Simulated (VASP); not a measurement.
# NaI (Fm-3m) in VASP: a series of runs

NaI is run at these levels: PBE; tasks: single point.

Everything below comes from runs of VASP 6.6.1. Logs are shortened: lines on timing, memory, paths and dates and some standing lists are left out, and cuts for length are marked.

**1. The cell of the first run**

It takes space group Fm-3m (No. 225, cubic). Conventional cell: a = 6.462 Å, b = 6.462 Å, c = 6.462 Å, α = 90.00°, β = 90.00°, γ = 90.00°. Within 4.3 Å of Na (site symmetry m-3m) lie 6 I at 3.23 Å. Within 4.3 Å of I (site symmetry m-3m) lie 6 Na at 3.23 Å.

**2. Single point, PBE (volume scaled by 0.97)**

INCAR reads:

```
PREC = Accurate
ENCUT = 520
EDIFF = 1E-6
ISMEAR = 0
SIGMA = 0.02
LREAL = F
LASPH = T
NELM = 80
ALGO = Normal
ISIF = 2
LWAVE = F
LCHARG = F
GGA = PE
NBANDS = 14
```

KPOINTS reads:

```
regular mesh
0
Gamma
  6 6 6
```

POSCAR reads:

```
NaI
1.0
    0.0000000000      3.2311238856      3.2311238856
    3.2311238856      0.0000000000      3.2311238856
    3.2311238856      3.2311238856      0.0000000000
Na I
1 1
Direct
    0.0000000000      0.0000000000      0.0000000000
    0.5000000000      0.5000000000      0.5000000000
```

Potentials or basis: VASP PAW PBE potentials, release 64 (Na_pv, I).

Run with:

```sh
> cat potpaw_PBE.64/Na_pv/POTCAR potpaw_PBE.64/I/POTCAR > POTCAR
> mpirun -np 1 vasp_std > vasp.out
```

OUTCAR:

```text
PREC = Accurate
   ENCUT = 520
   EDIFF = 1E-6
   ISMEAR = 0
   LREAL = F
   LASPH = T
   NELM = 80
   ISIF = 2
   GGA = PE

 ion  position               nearest neighbor table
   1  0.000  0.000  0.000-
   2  0.500  0.500  0.500-

  LATTYP: Found a face centered cubic cell.
 ALAT       =     6.4622477712

  Lattice vectors:

 A1 = (   0.0000000000,   3.2311238856,   3.2311238856)
 A2 = (   3.2311238856,   0.0000000000,   3.2311238856)
 A3 = (   3.2311238856,   3.2311238856,   0.0000000000)

Analysis of symmetry for initial positions (statically):
=====================================================================
 Subroutine PRICEL returns:
 Original cell was already a primitive cell.

 Routine SETGRP: Setting up the symmetry group for a
 face centered cubic supercell.

 Subroutine GETGRP returns: Found 48 space group operations
 (whereof 48 operations were pure point group operations)
 out of a pool of 48 trial point group operations.

The static configuration has the point symmetry O_h .

Analysis of symmetry for dynamics (positions and initial velocities):
=====================================================================
 Subroutine PRICEL returns:
 Original cell was already a primitive cell.

 Routine SETGRP: Setting up the symmetry group for a
 face centered cubic supercell.

 Subroutine GETGRP returns: Found 48 space group operations
 (whereof 48 operations were pure point group operations)
 out of a pool of 48 trial point group operations.

The dynamic configuration has the point symmetry O_h .

 Subroutine INISYM returns: Found 48 space group operations
 (whereof 48 operations are pure point group operations),
 and found     1 'primitive' translations

----------------------------------------------------------------------------------------

                                     Primitive cell

  volume of cell :      67.4669

  direct lattice vectors                    reciprocal lattice vectors
     0.000000000  3.231123886  3.231123886    -0.154744918  0.154744918  0.154744918
     3.231123886  0.000000000  3.231123886     0.154744918 -0.154744918  0.154744918
     3.231123886  3.231123886  0.000000000     0.154744918  0.154744918 -0.154744918

  length of vectors
     4.569499221  4.569499221  4.569499221     0.268026060  0.268026060  0.268026060

  position of ions in fractional coordinates (direct lattice)
     0.000000000  0.000000000  0.000000000
     0.500000000  0.500000000  0.500000000

  ion indices of the primitive-cell ions
   primitive index   ion index
                 1           1
                 2           2

----------------------------------------------------------------------------------------

 KPOINTS: regular mesh

Automatic generation of k-mesh.
 Grid dimensions read from file:
 generate k-points for:    6    6    6

 Generating k-lattice:

  Cartesian coordinates                     Fractional coordinates (reciprocal lattice)
    -0.025790820  0.025790820  0.025790820     0.166666667  0.000000000  0.000000000
     0.025790820 -0.025790820  0.025790820     0.000000000  0.166666667  0.000000000
     0.025790820  0.025790820 -0.025790820     0.000000000  0.000000000  0.166666667

  Length of vectors
     0.044671010  0.044671010  0.044671010

  Shift w.r.t. Gamma in fractional coordinates (k-lattice)
     0.000000000  0.000000000  0.000000000

 Subroutine IBZKPT returns following result:
 ===========================================

 Found     16 irreducible k-points:

 Following reciprocal coordinates:
            Coordinates               Weight
  0.000000  0.000000  0.000000      1.000000
  0.166667  0.000000  0.000000      8.000000
  0.333333  0.000000  0.000000      8.000000
  0.500000  0.000000  0.000000      4.000000
  0.166667  0.166667  0.000000      6.000000
  0.333333  0.166667  0.000000     24.000000
[... 8 lines left out ...]
 -0.333333  0.333333  0.166667     24.000000
 -0.333333  0.500000  0.166667     12.000000
   k-points           NKPTS =     16   k-points in BZ     NKDIM =     16   number of bands    NBANDS=     14
   number of dos      NEDOS =    301   number of ions     NIONS =      2
   total plane-waves  NPLWV =  46656
   dimension x,y,z NGX =    36 NGY =   36 NGZ =   36
   dimension x,y,z NGXF=    72 NGYF=   72 NGZF=   72
   ions per type =               1   1
   NGX,Y,Z   is equivalent  to a cutoff of  13.10, 13.10, 13.10 a.u.
   NGXF,Y,Z  is equivalent  to a cutoff of  26.19, 26.19, 26.19 a.u.
 SYSTEM =  unknown system
   PREC   = accura    normal or accurate (medium, high low for compatibility)
   ISTART =      0    job   : 0-new  1-cont  2-samecut
   ICHARG =      2    charge: 1-file 2-atom 10-const
   ISPIN  =      1    spin polarized calculation?
   LNONCOLLINEAR =      F non collinear calculations
   LSORBIT =      F    spin-orbit coupling
   LASPH  =      T    aspherical Exc in radial PAW
   ENCUT  =  520.0 eV  38.22 Ry    6.18 a.u.   8.50  8.50  8.50*2*pi/ulx,y,z
   NELM   =     80;   NELMIN=  2; NELMDL= -5     # of ELM steps
   EDIFF  = 0.1E-05   stopping-criterion for ELM
   LREAL  =      F    real-space projection
   EDIFFG = 0.1E-04   stopping-criterion for IOM
   NSW    =      0    number of steps for IOM
   IBRION =     -1    ionic relax: 0-MD 1-quasi-New 2-CG
   NFREE  =      0    steps in history (QN), initial steepest desc. (CG)
   ISIF   =      2    stress and relaxation
   ISYM   =      2    0-nonsym 1-usesym 2-fastsym
   POTIM  = 0.5000    time-step for ionic-motion
   TEBEG  =    0.0;   TEEND  =   0.0 temperature during run
   PSTRESS=    0.0 pullay stress
   NELECT =      14.0000    total number of electrons
   NUPDOWN=      -1.0000    fix difference up-down
   EMIN   =  10.00;   EMAX   =-10.00  energy-range for DOS
   EFERMI =   0.00;   METHOD = LEGACY
   ISMEAR =     0;   SIGMA  =   0.02  broadening in eV -4-tet -1-fermi 0-gaus
   EFERMI_NEDOS =   21; number of points for ismear=-14 and -15
   IALGO  =     38    algorithm
   IMIX   =      4    mixing-type and parameters
     AMIX     =   0.40;   BMIX     =  1.00
     AMIX_MAG =   1.60;   BMIX_MAG =  1.00
  volume/ion in A,a.u.               =      33.73       227.64
  Fermi-wavevector in a.u.,A,eV,Ry     =   0.969216  1.831553 12.781036  0.939380
  Thomas-Fermi vector in A             =   2.099250
   LORBIT       =      0    0 simple, 1 ext, 2 COOP (PROOUT), +10 PAW based schemes
   GGA     = PE    functional components
   LHFCALC =     F    Hartree Fock is set to
   AEXX    =    0.0000 exact exchange contribution
   IVDW    =     0    specifies the selected vdW correction
   LEPSILON=     F    determine dielectric tensor
   LRPA    =     F    only Hartree local field effects (RPA)
 non-spin polarized calculation
 Gauss-broadening in eV      SIGMA  =   0.02
  energy-cutoff  :      520.00
  volume of cell :       67.47
 maximum number of plane-waves:      1853
 NGX is ok and might be reduce to    36
   NGX = 17   NGY = 17   NGZ = 17

 number of electron      13.9999994 magnetization

 Free energy of the ion-electron system (eV)
  ---------------------------------------------------
  ext. energy  EPLUGINS =         0.00000000
  ---------------------------------------------------
  free energy    TOTEN  =        -5.38392983 eV

  energy without entropy =       -5.38392983  energy(sigma->0) =       -5.38392983

 E-fermi :   0.9405     XC(G=0):  -7.7245

 val. band max:        0.8406809682   @ k =   0.0000   0.0000   0.0000
 cond. band min:       4.4942148569   @ k =   0.0000   0.0000   0.0000
 fundamental gap:      3.6535338887
 Fermi energy:         0.9404599228

 k-point     1 :       0.0000    0.0000    0.0000
  band No.  band energies     occupation
      1     -21.5932      2.00000
      2     -21.5932      2.00000
      3     -21.5932      2.00000
      4     -10.1895      2.00000
      5       0.8407      2.00000
      6       0.8407      2.00000
      7       0.8407      2.00000
      8       4.4942      0.00000
      9       8.7704      0.00000
     10       8.7704      0.00000
     11       8.7704      0.00000
     12      10.5967      0.00000
     13      10.5967      0.00000
     14      11.2789      0.00000

 k-point     2 :       0.1667    0.0000    0.0000
  band No.  band energies     occupation
      1     -21.5945      2.00000
      2     -21.5932      2.00000
      3     -21.5932      2.00000
      4     -10.1145      2.00000
      5       0.1017      2.00000
      6       0.7647      2.00000
      7       0.7647      2.00000
      8       5.3081      0.00000
      9       8.2898      0.00000
     10       8.9617      0.00000
     11       8.9617      0.00000
     12      10.0886      0.00000
     13      10.0886      0.00000
     14      11.6665      0.00000

 k-point     3 :       0.3333    0.0000    0.0000
  band No.  band energies     occupation
      1     -21.5972      2.00000
      2     -21.5934      2.00000
      3     -21.5934      2.00000
      4      -9.9555      2.00000
      5      -0.9350      2.00000
      6       0.6229      2.00000
      7       0.6229      2.00000
      8       5.9488      0.00000
      9       8.5453      0.00000
     10       8.5453      0.00000
     11       8.8583      0.00000
     12      10.9957      0.00000
     13      11.1314      0.00000
     14      11.1314      0.00000
[... 188 lines left out ...]
 k-point    15 :      -0.3333    0.3333    0.1667
  band No.  band energies     occupation
      1     -21.5970      2.00000
      2     -21.5954      2.00000
      3     -21.5943      2.00000
      4      -9.8064      2.00000
      5      -0.8904      2.00000
      6      -0.3400      2.00000
      7       0.1891      2.00000
      8       6.8678      0.00000
      9       7.4913      0.00000
     10       8.7238      0.00000
     11       9.3562      0.00000
     12      11.2869      0.00000
     13      12.6240      0.00000
     14      13.7904      0.00000

 k-point    16 :      -0.3333    0.5000    0.1667
  band No.  band energies     occupation
      1     -21.5966      2.00000
      2     -21.5954      2.00000
      3     -21.5950      2.00000
      4      -9.7865      2.00000
      5      -0.8414      2.00000
      6      -0.2727      2.00000
      7      -0.0543      2.00000
      8       6.2042      0.00000
      9       7.3384      0.00000
     10       9.4200      0.00000
     11       9.4794      0.00000
     12      12.4791      0.00000
     13      13.3199      0.00000
     14      13.4963      0.00000

------------------------ aborting loop because EDIFF is reached ----------------------------------------

  FORCE on cell =-STRESS in cart. coord.  units (eV):
  Direction    XX          YY          ZZ          XY          YZ          ZX
  --------------------------------------------------------------------------------------
  -------------------------------------------------------------------------------------
  Total        0.2226099      0.2226099      0.2226099     -0.0000000      0.0000000     -0.0000000
  in kB        5.2864514      5.2864514      5.2864514     -0.0000000      0.0000000     -0.0000000
  external PRESSURE =       5.2864514 kB  Pullay stress =       0.0000000 kB

 VOLUME and BASIS-vectors are now :
 -----------------------------------------------------------------------------
  energy-cutoff  :      520.00
  volume of cell :       67.47
      direct lattice vectors                 reciprocal lattice vectors
     0.000000000  3.231123886  3.231123886    -0.154744918  0.154744918  0.154744918
     3.231123886  0.000000000  3.231123886     0.154744918 -0.154744918  0.154744918
     3.231123886  3.231123886  0.000000000     0.154744918  0.154744918 -0.154744918

 POSITION                                       TOTAL-FORCE (eV/Angst)
 -----------------------------------------------------------------------------------
      0.00000      0.00000      0.00000         0.000000     -0.000000     -0.000000
      3.23112      3.23112      3.23112        -0.000000      0.000000      0.000000
 -----------------------------------------------------------------------------------
    total drift:                                0.000000      0.000000      0.000000

  FREE ENERGIE OF THE ION-ELECTRON SYSTEM (eV)
  ---------------------------------------------------
  free  energy   TOTEN  =        -5.3839298269 eV

  energy  without entropy=       -5.3839298269  energy(sigma->0) =       -5.38392983
```

It took 6.7 s on 1 thread of Intel Xeon 6975P-C (Granite Rapids), shared host; peak memory 0.2 GiB.

What came out:

| Quantity | Value |
| --- | --- |
| Free energy | -5.3839 eV |
| Pressure | 0.5 GPa |
| Band gap on the k mesh | 3.65 eV, direct |

Levels at points of the mesh, in eV from the valence-band top:
```csv
k point,band 4,band 5,band 6,band 7,band 8,band 9,band 10,band 11
"(0.00, 0.00, 0.00)",-11.03,0.00,0.00,0.00,3.65,7.93,7.93,7.93
"(0.50, 0.00, 0.00)",-10.71,-2.20,-0.28,-0.28,5.09,7.45,7.45,8.77
"(0.50, 0.50, 0.00)",-10.63,-1.92,-0.75,-0.75,4.50,5.55,9.90,11.33
```

Caveat: spin-orbit coupling is left out, which moves the levels of the heavy elements.

[end of part 1 of 2]
